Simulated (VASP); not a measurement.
# Tl (Fm-3m) in VASP: further runs, part 2 of 2

VASP 6.6.1. Earlier steps stand in the parts before.

**3. Electric field gradients, PBE**

INCAR

```
SYSTEM = Tl
ALGO = Normal
EDIFF = 1E-8
ENCUT = 520
GGA = PE
ISIF = 2
ISMEAR = -1
LASPH = .TRUE.
LCHARG = .FALSE.
LEFG = .TRUE.
LREAL = .FALSE.
LWAVE = .FALSE.
NBANDS = 12
NELM = 80
PREC = Accurate
SIGMA = 0.05
```

KPOINTS

```
k-points
0
G
  7 7 7
  0 0 0
```

POSCAR

```
Tl
1.0
    0.0000000000      2.1650000000      2.1650000000
    2.1650000000      0.0000000000      2.1650000000
    2.1650000000      2.1650000000      0.0000000000
Tl
1
Direct
    0.0000000000      0.0000000000      0.0000000000
```

Potentials or basis: VASP PAW PBE potentials, release 64 (Tl_d).

Command:

```bash
> cat potpaw_PBE.64/Tl_d/POTCAR > POTCAR
> mpirun -np 1 vasp_std > vasp.out
```

OUTCAR:

```text
SYSTEM = Tl
   EDIFF = 1E-8
   ENCUT = 520
   GGA = PE
   ISIF = 2
   ISMEAR = -1
   LASPH = .TRUE.
   LREAL = .FALSE.
   NELM = 80
   PREC = Accurate

 ion  position               nearest neighbor table
   1  0.000  0.000  0.000-

  LATTYP: Found a face centered cubic cell.
 ALAT       =     4.3300000000

  Lattice vectors:

 A1 = (   0.0000000000,   2.1650000000,   2.1650000000)
 A2 = (   2.1650000000,   0.0000000000,   2.1650000000)
 A3 = (   2.1650000000,   2.1650000000,   0.0000000000)

Analysis of symmetry for initial positions (statically):
=====================================================================
 Subroutine PRICEL returns:
 Original cell was already a primitive cell.

 Routine SETGRP: Setting up the symmetry group for a
 face centered cubic supercell.

 Subroutine GETGRP returns: Found 48 space group operations
 (whereof 48 operations were pure point group operations)
 out of a pool of 48 trial point group operations.

The static configuration has the point symmetry O_h .

Analysis of symmetry for dynamics (positions and initial velocities):
=====================================================================
 Subroutine PRICEL returns:
 Original cell was already a primitive cell.

 Routine SETGRP: Setting up the symmetry group for a
 face centered cubic supercell.

 Subroutine GETGRP returns: Found 48 space group operations
 (whereof 48 operations were pure point group operations)
 out of a pool of 48 trial point group operations.

The dynamic configuration has the point symmetry O_h .

[... 152 lines left out ...]
      6      -0.8150      2.00000
      7      22.0536      0.00000
      8      24.0136      0.00000
      9      24.0136      0.00000
     10      24.0136      0.00000
     11      29.0309      0.00000
     12      29.9936      0.00000
[... 271 lines left out ...]
 k-point    20 :      -0.2857    0.4286    0.1429
  band No.  band energies     occupation
      1      -1.8123      2.00000
      2      -1.5174      2.00000
      3      -1.1872      2.00000
      4      -0.7195      2.00000
      5      -0.2132      2.00000
      6       7.8224      2.00000
      7      10.7225      1.99438
      8      11.3395      0.00310
      9      15.2074      0.00000
     10      24.6364      0.00000
     11      28.7769      0.00000
     12      29.0213      0.00000

------------------------ aborting loop because EDIFF is reached ----------------------------------------

  FORCE on cell =-STRESS in cart. coord.  units (eV):
  Direction    XX          YY          ZZ          XY          YZ          ZX
  --------------------------------------------------------------------------------------
  -------------------------------------------------------------------------------------
  Total        4.6823549      4.6823549      4.6823549      0.0000000     -0.0000000      0.0000000
  in kB      369.6334067    369.6334067    369.6334067      0.0000000     -0.0000000      0.0000000
  external PRESSURE =     369.6334067 kB  Pullay stress =       0.0000000 kB

 VOLUME and BASIS-vectors are now :
 -----------------------------------------------------------------------------
  energy-cutoff  :      520.00
  volume of cell :       20.30
      direct lattice vectors                 reciprocal lattice vectors
     0.000000000  2.165000000  2.165000000    -0.230946882  0.230946882  0.230946882
     2.165000000  0.000000000  2.165000000     0.230946882 -0.230946882  0.230946882
     2.165000000  2.165000000  0.000000000     0.230946882  0.230946882 -0.230946882

 POSITION                                       TOTAL-FORCE (eV/Angst)
 -----------------------------------------------------------------------------------
      0.00000      0.00000      0.00000         0.000000      0.000000      0.000000
 -----------------------------------------------------------------------------------
    total drift:                               -0.000000      0.000000     -0.000000

  FREE ENERGIE OF THE ION-ELECTRON SYSTEM (eV)
  ---------------------------------------------------
  free  energy   TOTEN  =        -1.3698166324 eV

  energy  without entropy=       -1.3647175384  energy(sigma->0) =       -1.36726709

 Electric field gradients (V/A^2)
---------------------------------------------------------------------
 ion       V_xx      V_yy      V_zz      V_xy      V_xz      V_yz
---------------------------------------------------------------------
   1      -0.000    -0.000    -0.000    -0.000    -0.000    -0.000
---------------------------------------------------------------------

 Electric field gradients after diagonalization (V/A^2)
 (convention: |V_zz| > |V_xx| > |V_yy|)
----------------------------------------------------------------------
 ion       V_xx      V_yy      V_zz     asymmetry (V_yy - V_xx)/ V_zz
----------------------------------------------------------------------
   1       0.000     0.000    -0.001       0.000
----------------------------------------------------------------------

           NMR quadrupolar parameters

 Cq : quadrupolar parameter    Cq=e*Q*V_zz/h
 eta: asymmetry parameters     (V_yy - V_xx)/ V_zz
 Q  : nuclear electric quadrupole moment in mb (millibarn)
----------------------------------------------------------------------
 ion       Cq(MHz)       eta       Q (mb)
----------------------------------------------------------------------
   1      -0.000       0.000       1.000
----------------------------------------------------------------------
```

OSZICAR:

```text
N       E                     dE             d eps       ncg     rms          rms(c)
DAV:   1     0.538887063539E+02    0.53889E+02   -0.72296E+03   488   0.101E+03
DAV:   2    -0.805474496350E+00   -0.54694E+02   -0.53346E+02   544   0.225E+02
DAV:   3    -0.143333226803E+01   -0.62786E+00   -0.62750E+00   584   0.218E+01
DAV:   4    -0.143551821036E+01   -0.21859E-02   -0.21859E-02   556   0.149E+00
DAV:   5    -0.143553696097E+01   -0.18751E-04   -0.18751E-04   592   0.131E-01    0.713E+00
DAV:   6    -0.138360737052E+01    0.51930E-01   -0.65255E-02   528   0.286E+00    0.457E+00
DAV:   7    -0.137080889937E+01    0.12798E-01   -0.34239E-02   532   0.208E+00    0.929E-01
DAV:   8    -0.136981101380E+01    0.99789E-03   -0.35210E-03   532   0.620E-01    0.571E-02
DAV:   9    -0.136981457055E+01   -0.35567E-05   -0.26683E-05   604   0.561E-02    0.182E-02
DAV:  10    -0.136981656567E+01   -0.19951E-05   -0.15951E-06   560   0.142E-02    0.141E-03
DAV:  11    -0.136981664253E+01   -0.76862E-07   -0.19760E-07   556   0.409E-03    0.677E-04
DAV:  12    -0.136981662787E+01    0.14654E-07   -0.15357E-08   356   0.144E-03    0.124E-04
DAV:  13    -0.136981663236E+01   -0.44874E-08   -0.51097E-10   296   0.241E-04
   1 F= -.13698166E+01 E0= -.13672671E+01  d E =-.509909E-02
```

stdout:

```text
POSCAR found type information on POSCAR Tl
 POSCAR found :  1 types and       1 ions
 scaLAPACK will be used
 LDA part: xc-table for (Slater+PW92), standard interpolation
 POSCAR, INCAR and KPOINTS ok, starting setup
 FFT: planning ... GRIDC
 FFT: planning ... GRID_SOFT
 FFT: planning ... GRID
 WAVECAR not read
 entering main loop
ion   1
```

Wall time 5.4 s (1 thread of Intel Xeon Platinum 8488C (Sapphire Rapids), shared host); peak memory 0.13 GiB.

Results:

```yaml
Free_energy: -1.3698 eV
Pressure: 37.0 GPa
Band_gap_on_the_k_mesh: zero (an odd number of electrons rules out a gap without spin polarisation)
Largest_electric_field_gradient_by_atom: zero within the noise of the run
```

Caveat: the cell stands under pressure; spin-orbit coupling is left out, which moves the levels of the heavy elements.
